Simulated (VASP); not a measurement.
The system is Ti6C.

```
Ti C
1.0
     6.22617    0.00000    0.00000
     0.00000    6.22617    0.00000
     0.00000    0.00000    6.22617
Ti C
6 1
Direct
  0.65437 0.00000 0.00000
  0.34563 0.00000 0.00000
  0.00000 0.65437 0.00000
  0.00000 0.34563 0.00000
  0.00000 0.00000 0.65437
  0.00000 0.00000 0.34563
  0.00000 0.00000 0.00000
```

```yaml
Program: VASP 6.6.1
Task: relaxation of cell and atoms
Functional: PBE
Potentials_or_basis: VASP PAW PBE potentials, release 64 (Ti_sv, C)
Cutoff: 600 eV
k_mesh: 6 × 6 × 6
Occupations: gaussian, width 0.1 eV
Spin: no spin polarisation
```

At the start: pressure 0.8 GPa; volume 34.48 Å³/atom.

Q: How do energy, volume and symmetry change on relaxing?

A: Over 11 steps the energy falls by 6.0 meV/atom and the volume is 34.57 Å³/atom (+0.3 %); space group Pm-3m (No. 221, to 0.05 Å).

Step by step:
| step | energy change (eV) | largest force (eV/Å) | pressure (GPa) | volume (Å³) |
| --- | --- | --- | --- | --- |
| 1 | 0.0000 | 0.7729 | 0.83 | 241.36 |
| 2 | 0.0197 | 0.5776 | -1.37 | 247.66 |
| 3 | -0.0401 | 0.0369 | -0.26 | 243.96 |
| 4 | -0.0401 | 0.0490 | -0.25 | 243.90 |
| 5 | -0.0420 | 0.0183 | -0.03 | 242.27 |
| 6 | -0.0421 | 0.0101 | 0.02 | 241.87 |
| 7 | -0.0421 | 0.0118 | 0.04 | 241.91 |
| 8 | -0.0421 | 0.0154 | 0.01 | 242.09 |
| 9 | -0.0421 | 0.0134 | 0.01 | 242.00 |
| 10 | -0.0421 | 0.0123 | 0.00 | 241.96 |
| 11 | -0.0421 | 0.0048 | 0.00 | 242.02 |

Final structure:
```cif
data_structure
_symmetry_space_group_name_H-M 'P 1'
_symmetry_Int_Tables_number 1
_cell_length_a 6.2318
_cell_length_b 6.2318
_cell_length_c 6.2318
_cell_angle_alpha 90.000
_cell_angle_beta 90.000
_cell_angle_gamma 90.000
_cell_volume 242.02
loop_
_atom_site_label
_atom_site_type_symbol
_atom_site_fract_x
_atom_site_fract_y
_atom_site_fract_z
_atom_site_occupancy
Ti1 Ti 0.65738 0.00000 0.00000 1
Ti2 Ti 0.34262 0.00000 0.00000 1
Ti3 Ti 0.00000 0.65738 0.00000 1
Ti4 Ti 0.00000 0.34262 0.00000 1
Ti5 Ti 0.00000 0.00000 0.65738 1
Ti6 Ti 0.00000 0.00000 0.34262 1
C1 C 0.00000 0.00000 0.00000 1
```
